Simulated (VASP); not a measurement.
Input of a VASP 6.6.1 run:

Contents of INCAR:

```
  ALGO = Normal
  EDIFF = 1E-7
  ENCUT = 520
  GGA = PE
  ISIF = 2
  ISMEAR = 0
  LASPH = T
  LCHARG = F
  LREAL = F
  LWAVE = F
  NBANDS = 16
  NELM = 80
  PREC = Accurate
  SIGMA = 0.05
```

KPOINTS

```
k-points
0
Gamma
  8 8 8
```

POSCAR

```
GaAs
1.0
    3.9977696100      0.0000000000      0.0000000000
    1.9988848050      3.4621700407      0.0000000000
    1.9988848050      1.1540566802      3.2641652179
As Ga
1 1
Direct
    0.7500000000      0.7500000000      0.7500000000
    0.0000000000      0.0000000000      0.0000000000
```

Potentials or basis: VASP PAW PBE potentials, release 64 (As, Ga_d).

Launch:

```sh
$ cat potpaw_PBE.64/As/POTCAR potpaw_PBE.64/Ga_d/POTCAR > POTCAR
$ mpirun -np 1 vasp_std > vasp.out
```

Problem. Predict the band gap on the k mesh.

Solution. 0.52 eV, direct.

Problem. What does it give for the pressure?

Solution. 3.5 GPa.

A k mesh can miss the band edges.
